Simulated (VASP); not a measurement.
# NaCl (Fm-3m) in VASP: a series of runs

The runs below take NaCl through single point, with r2SCAN, PBE.

All numbers are computed with VASP 6.6.1; they aren't measurements. Logs are shortened: lines on timing, memory, paths and dates and some standing lists are left out, and cuts for length are marked.

**1. The cell of the first run**

The structure is cubic, space group Fm-3m (No. 225). The conventional cell has a = 5.661 Å, b = 5.661 Å, c = 5.661 Å, α = 90.00°, β = 90.00°, γ = 90.00°. Within 3.7 Å of Na (site symmetry m-3m) lie 6 Cl at 2.83 Å. Cl (site symmetry m-3m) has 6 Na at 2.83 Å within 3.7 Å.

**2. Single point, r2SCAN (volume changed by +3%)**

File POSCAR:

```
NaCl
1.0
    0.0000000000      2.8304835619      2.8304835619
    2.8304835619      0.0000000000      2.8304835619
    2.8304835619      2.8304835619      0.0000000000
Na Cl
1 1
Direct
    0.0000000000      0.0000000000      0.0000000000
    0.5000000000      0.5000000000      0.5000000000
```

File INCAR.step1:

```
PREC     = Accurate       # precision mode
ENCUT    = 520            # plane-wave cutoff, eV
ISMEAR   = 0              # smearing method
SIGMA    = 0.01           # smearing width, eV
LREAL    = F              # projectors in reciprocal space
LASPH    = T              # aspherical terms in the spheres
NELM     = 80             # most SCF steps
NBANDS   = 14             # bands
GGA      = PE             # functional
ALGO     = Normal         # electronic algorithm
EDIFF    = 1E-4           # SCF threshold, eV
LWAVE    = T              # write WAVECAR
LCHARG   = F              # write CHGCAR
```

File INCAR.step2:

```
PREC     = Accurate       # precision mode
ENCUT    = 520            # plane-wave cutoff, eV
EDIFF    = 1E-7           # SCF threshold, eV
ISMEAR   = 0              # smearing method
SIGMA    = 0.01           # smearing width, eV
LREAL    = F              # projectors in reciprocal space
LASPH    = T              # aspherical terms in the spheres
NELM     = 80             # most SCF steps
ALGO     = Normal         # electronic algorithm
ISIF     = 2              # what is computed and relaxed
LWAVE    = F              # write WAVECAR
LCHARG   = F              # write CHGCAR
METAGGA  = R2SCAN         # meta-GGA
LMIXTAU  = T            
NBANDS   = 14             # bands
ISTART   = 1
```

File KPOINTS:

```
Automatic mesh
0
Gamma
  6 6 6
```

Potentials or basis: VASP PAW PBE potentials, release 64 (Na_pv, Cl).

Run with:

```bash
$ cat potpaw_PBE.64/Na_pv/POTCAR potpaw_PBE.64/Cl/POTCAR > POTCAR
$ cp INCAR.step1 INCAR
$ mpirun -np 1 vasp_std > vasp.out
$ cp INCAR.step2 INCAR
$ mpirun -np 1 vasp_std > vasp.out
```

OUTCAR:

```text
PREC = Accurate
   ENCUT = 520
   EDIFF = 1E-7
   ISMEAR = 0
   LREAL = F
   LASPH = T
   NELM = 80
   ISIF = 2
   METAGGA = R2SCAN
   ISTART = 1

 ion  position               nearest neighbor table
   1  0.000  0.000  0.000-
   2  0.500  0.500  0.500-

  LATTYP: Found a face centered cubic cell.
 ALAT       =     5.6609671238

  Lattice vectors:

 A1 = (   0.0000000000,   2.8304835619,   2.8304835619)
 A2 = (   2.8304835619,   0.0000000000,   2.8304835619)
 A3 = (   2.8304835619,   2.8304835619,   0.0000000000)

Analysis of symmetry for initial positions (statically):
=====================================================================
 Subroutine PRICEL returns:
 Original cell was already a primitive cell.

 Routine SETGRP: Setting up the symmetry group for a
 face centered cubic supercell.

 Subroutine GETGRP returns: Found 48 space group operations
 (whereof 48 operations were pure point group operations)
 out of a pool of 48 trial point group operations.

The static configuration has the point symmetry O_h .

Analysis of symmetry for dynamics (positions and initial velocities):
=====================================================================
 Subroutine PRICEL returns:
 Original cell was already a primitive cell.

 Routine SETGRP: Setting up the symmetry group for a
 face centered cubic supercell.

 Subroutine GETGRP returns: Found 48 space group operations
 (whereof 48 operations were pure point group operations)
 out of a pool of 48 trial point group operations.

The dynamic configuration has the point symmetry O_h .

 Subroutine INISYM returns: Found 48 space group operations
 (whereof 48 operations are pure point group operations),
 and found     1 'primitive' translations

----------------------------------------------------------------------------------------

                                     Primitive cell

  volume of cell :      45.3536

  direct lattice vectors                    reciprocal lattice vectors
     0.000000000  2.830483562  2.830483562    -0.176648261  0.176648261  0.176648261
     2.830483562  0.000000000  2.830483562     0.176648261 -0.176648261  0.176648261
     2.830483562  2.830483562  0.000000000     0.176648261  0.176648261 -0.176648261

  length of vectors
     4.002908241  4.002908241  4.002908241     0.305963764  0.305963764  0.305963764

  position of ions in fractional coordinates (direct lattice)
[... 79 lines left out ...]
   TEBEG  =    0.0;   TEEND  =   0.0 temperature during run
   PSTRESS=    0.0 pullay stress
   NELECT =      14.0000    total number of electrons
   NUPDOWN=      -1.0000    fix difference up-down
   EMIN   =  10.00;   EMAX   =-10.00  energy-range for DOS
   EFERMI =   0.00;   METHOD = LEGACY
   ISMEAR =     0;   SIGMA  =   0.01  broadening in eV -4-tet -1-fermi 0-gaus
   EFERMI_NEDOS =   21; number of points for ismear=-14 and -15
   IALGO  =     38    algorithm
   IMIX   =      4    mixing-type and parameters
     AMIX     =   0.40;   BMIX     =  1.00
     AMIX_MAG =   1.60;   BMIX_MAG =  1.00
  volume/ion in A,a.u.               =      22.68       153.03
  Fermi-wavevector in a.u.,A,eV,Ry     =   1.106403  2.090799 16.655282  1.224129
  Thomas-Fermi vector in A             =   2.242904
   LORBIT       =      0    0 simple, 1 ext, 2 COOP (PROOUT), +10 PAW based schemes
   METAGGA = R2SCAN    functional components
   LHFCALC =     F    Hartree Fock is set to
   AEXX    =    0.0000 exact exchange contribution
   IVDW    =     0    specifies the selected vdW correction
   LEPSILON=     F    determine dielectric tensor
   LRPA    =     F    only Hartree local field effects (RPA)
 non-spin polarized calculation
 Gauss-broadening in eV      SIGMA  =   0.01
  energy-cutoff  :      520.00
  volume of cell :       45.35
 maximum number of plane-waves:      1243
 NGX is ok and might be reduce to    30
   NGX = 15   NGY = 15   NGZ = 15

 number of electron      13.9999993 magnetization

 Free energy of the ion-electron system (eV)
  ---------------------------------------------------
  ext. energy  EPLUGINS =         0.00000000
  ---------------------------------------------------
  free energy    TOTEN  =       -13.78547779 eV

  energy without entropy =      -13.78547779  energy(sigma->0) =      -13.78547779

 E-fermi :  -1.1345     XC(G=0):  -8.5921

 val. band max:       -1.2276790843   @ k =   0.0000   0.0000   0.0000
 cond. band min:       4.6478620927   @ k =   0.0000   0.0000   0.0000
 fundamental gap:      5.8755411770
 Fermi energy:        -1.1345090368

 k-point     1 :       0.0000    0.0000    0.0000
  band No.  band energies     occupation
      1     -22.7678      2.00000
      2     -22.7674      2.00000
      3     -22.7674      2.00000
      4     -14.4246      2.00000
      5      -1.2277      2.00000
      6      -1.2277      2.00000
      7      -1.2277      2.00000
      8       4.6479      0.00000
      9      10.5217      0.00000
     10      10.5217      0.00000
     11      10.5217      0.00000
     12      12.7570      0.00000
     13      12.7570      0.00000
     14      14.3233      0.00000
[... 241 lines left out ...]
      1     -22.7827      2.00000
      2     -22.7774      2.00000
      3     -22.7763      2.00000
      4     -14.0341      2.00000
      5      -2.6545      2.00000
      6      -2.1332      2.00000
      7      -1.9314      2.00000
      8       8.0434      0.00000
      9       8.2533      0.00000
     10       9.9907      0.00000
     11      11.7126      0.00000
     12      14.9644      0.00000
     13      15.7881      0.00000
     14      15.9966      0.00000

------------------------ aborting loop because EDIFF is reached ----------------------------------------

  FORCE on cell =-STRESS in cart. coord.  units (eV):
  Direction    XX          YY          ZZ          XY          YZ          ZX
  --------------------------------------------------------------------------------------
  -------------------------------------------------------------------------------------
  Total       -0.2716912     -0.2716912     -0.2716912      0.0000000     -0.0000000      0.0000000
  in kB       -9.5978550     -9.5978550     -9.5978550      0.0000000     -0.0000000      0.0000000
  external PRESSURE =      -9.5978550 kB  Pullay stress =       0.0000000 kB

 VOLUME and BASIS-vectors are now :
 -----------------------------------------------------------------------------
  energy-cutoff  :      520.00
  volume of cell :       45.35
      direct lattice vectors                 reciprocal lattice vectors
     0.000000000  2.830483562  2.830483562    -0.176648261  0.176648261  0.176648261
     2.830483562  0.000000000  2.830483562     0.176648261 -0.176648261  0.176648261
     2.830483562  2.830483562  0.000000000     0.176648261  0.176648261 -0.176648261

 POSITION                                       TOTAL-FORCE (eV/Angst)
 -----------------------------------------------------------------------------------
      0.00000      0.00000      0.00000         0.000000      0.000000     -0.000000
      2.83048      2.83048      2.83048         0.000000      0.000000      0.000000
 -----------------------------------------------------------------------------------
    total drift:                               -0.000000      0.000000      0.000000

  FREE ENERGIE OF THE ION-ELECTRON SYSTEM (eV)
  ---------------------------------------------------
  free  energy   TOTEN  =       -13.7854777901 eV

  energy  without entropy=      -13.7854777901  energy(sigma->0) =      -13.78547779
```

OUTCAR.step1:

```text
PREC = Accurate
   ENCUT = 520
   ISMEAR = 0
   LREAL = F
   LASPH = T
[... 482 lines left out ...]
 -----------------------------------------------------------------------------------
      0.00000      0.00000      0.00000         0.000000     -0.000000      0.000000
      2.83048      2.83048      2.83048        -0.000000      0.000000     -0.000000
 -----------------------------------------------------------------------------------
    total drift:                               -0.000000      0.000000      0.000000

  FREE ENERGIE OF THE ION-ELECTRON SYSTEM (eV)
  ---------------------------------------------------
  free  energy   TOTEN  =        -6.7766109719 eV

  energy  without entropy=       -6.7766109719  energy(sigma->0) =       -6.77661097
```

OSZICAR.step1:

```text
N       E                     dE             d eps       ncg     rms          rms(c)
DAV:   1     0.996311092693E+02    0.99631E+02   -0.72957E+03   448   0.103E+03
DAV:   2     0.104543405239E+01   -0.98586E+02   -0.91453E+02   496   0.266E+02
DAV:   3    -0.684258231737E+01   -0.78880E+01   -0.78331E+01   562   0.697E+01
DAV:   4    -0.697392296768E+01   -0.13134E+00   -0.13127E+00   544   0.995E+00
DAV:   5    -0.697684384355E+01   -0.29209E-02   -0.29208E-02   568   0.148E+00    0.215E+00
DAV:   6    -0.678240125618E+01    0.19444E+00   -0.32809E-01   550   0.327E+00    0.160E+00
DAV:   7    -0.677082729889E+01    0.11574E-01   -0.81861E-02   612   0.163E+00    0.109E+00
DAV:   8    -0.677660780244E+01   -0.57805E-02   -0.10231E-02   508   0.857E-01    0.300E-01
DAV:   9    -0.677649474228E+01    0.11306E-03   -0.21931E-04   568   0.113E-01    0.167E-01
DAV:  10    -0.677662372318E+01   -0.12898E-03   -0.35063E-04   502   0.141E-01    0.742E-02
DAV:  11    -0.677661097188E+01    0.12751E-04   -0.20457E-05   362   0.417E-02
   1 F= -.67766110E+01 E0= -.67766110E+01  d E =-.172155E-61
```

It took 36 s on 1 thread of Intel Xeon Platinum 8488C (Sapphire Rapids), shared host; peak memory 0.17 GiB.

What came out:

```
Free energy            : -13.7855 eV
Pressure               : -1.0 GPa
Band gap on the k mesh : 5.88 eV, direct
```

Caveat: the cell differs from its parent crystal (volume changed by +3%); the PAW data sets were made with another functional, which shifts forces and pressure a little.

**3. Single point, r2SCAN (volume changed by +6%)**

File POSCAR:

```
NaCl
1.0
    0.0000000000      2.8577014197      2.8577014197
    2.8577014197      0.0000000000      2.8577014197
    2.8577014197      2.8577014197      0.0000000000
Na Cl
1 1
Direct
    0.0000000000      0.0000000000      0.0000000000
    0.5000000000      0.5000000000      0.5000000000
```

File INCAR.step1:

```
  PREC = Accurate
  ENCUT = 520
  ISMEAR = 0
  SIGMA = 0.01
  LREAL = F
  LASPH = T
  NELM = 100
  NBANDS = 14
  GGA = PE
  ALGO = Normal
  EDIFF = 1E-4
  LWAVE = T
  LCHARG = F
```

File INCAR.step2:

```
  PREC = Accurate
  ENCUT = 520
  EDIFF = 1E-6
  ISMEAR = 0
  SIGMA = 0.01
  LREAL = F
  LASPH = T
  NELM = 100
  ALGO = Normal
  ISIF = 2
  LWAVE = F
  LCHARG = F
  METAGGA = R2SCAN
  LMIXTAU = T
  NBANDS = 14
  ISTART = 1
```

File KPOINTS:

```
regular mesh
0
Gamma
  6 6 6
```

Potentials or basis: VASP PAW PBE potentials, release 64 (Na_pv, Cl).

Run with:

```bash
$ cat potpaw_PBE.64/Na_pv/POTCAR potpaw_PBE.64/Cl/POTCAR > POTCAR
$ cp INCAR.step1 INCAR
$ mpirun -np 1 vasp_std > vasp.out
$ cp INCAR.step2 INCAR
$ mpirun -np 1 vasp_std > vasp.out
```

Wall time 28 s (1 thread of Intel Xeon Platinum 8488C (Sapphire Rapids), shared host); peak memory 0.16 GiB.

The run converged. Its results:

```yaml
Free_energy: -13.7751 eV
Pressure: -1.6 GPa
Band_gap_on_the_k_mesh: 5.76 eV, direct
```

Levels at points of the mesh, in eV from the valence-band top:
```tsv
k point	band 4	band 5	band 6	band 7	band 8	band 9	band 10	band 11
(0.00, 0.00, 0.00)	-13.13	0.00	0.00	0.00	5.76	11.72	11.72	11.72
(0.50, 0.00, 0.00)	-12.83	-1.80	-0.26	-0.26	7.87	11.29	11.67	11.67
(0.50, 0.50, 0.00)	-12.79	-1.58	-0.57	-0.57	8.33	8.64	11.91	15.54
```

Caveat: the cell differs from its parent crystal (volume changed by +6%); the PAW data sets were made with another functional, which shifts forces and pressure a little.

**4. Single point, PBE**

This run uses another cell than the first one, of 22.02 Å³/atom, 0.971 times its volume.

File INCAR:

```
PREC     = Accurate       # precision mode
ENCUT    = 520            # plane-wave cutoff, eV
EDIFF    = 1E-6           # SCF threshold, eV
ISMEAR   = 0              # smearing method
SIGMA    = 0.01           # smearing width, eV
LREAL    = F              # projectors in reciprocal space
LASPH    = T              # aspherical terms in the spheres
NELM     = 80             # most SCF steps
ALGO     = Normal         # electronic algorithm
ISIF     = 2              # what is computed and relaxed
LWAVE    = F              # write WAVECAR
LCHARG   = F              # write CHGCAR
GGA      = PE             # functional
NBANDS   = 14             # bands
```

File KPOINTS:

```
Automatic mesh
0
Gamma
  8 8 8
```

File POSCAR:

```
NaCl
1.0
    0.0000000000      2.8027319359      2.8027319359
    2.8027319359      0.0000000000      2.8027319359
    2.8027319359      2.8027319359      0.0000000000
Na Cl
1 1
Direct
    0.0000000000      0.0000000000      0.0000000000
    0.5000000000      0.5000000000      0.5000000000
```

Run with:

```bash
$ cat potpaw_PBE.64/Na_pv/POTCAR potpaw_PBE.64/Cl/POTCAR > POTCAR
$ mpirun -np 1 vasp_std > vasp.out
```

Run time: 9.6 s. Hardware: 1 thread of Intel Xeon Platinum 8488C (Sapphire Rapids), shared host; peak memory 0.16 GiB.

The run converged. Its results:

| Item | Value |
| --- | --- |
| Free energy | -6.7694 eV |
| Pressure | 1.2 GPa |
| Band gap on the k mesh | 5.18 eV, direct |

Levels at points of the mesh, in eV from the valence-band top:
```tsv
k point	band 5	band 6	band 7	band 8	band 9	band 10
(0.00, 0.00, 0.00)	0.00	0.00	0.00	5.18	11.14	11.14
(0.50, 0.00, 0.00)	-1.98	-0.27	-0.27	7.31	10.78	11.02
(0.50, 0.50, 0.00)	-1.71	-0.61	-0.61	7.59	8.06	11.45
```

(Part 1 of 2 ends here.)
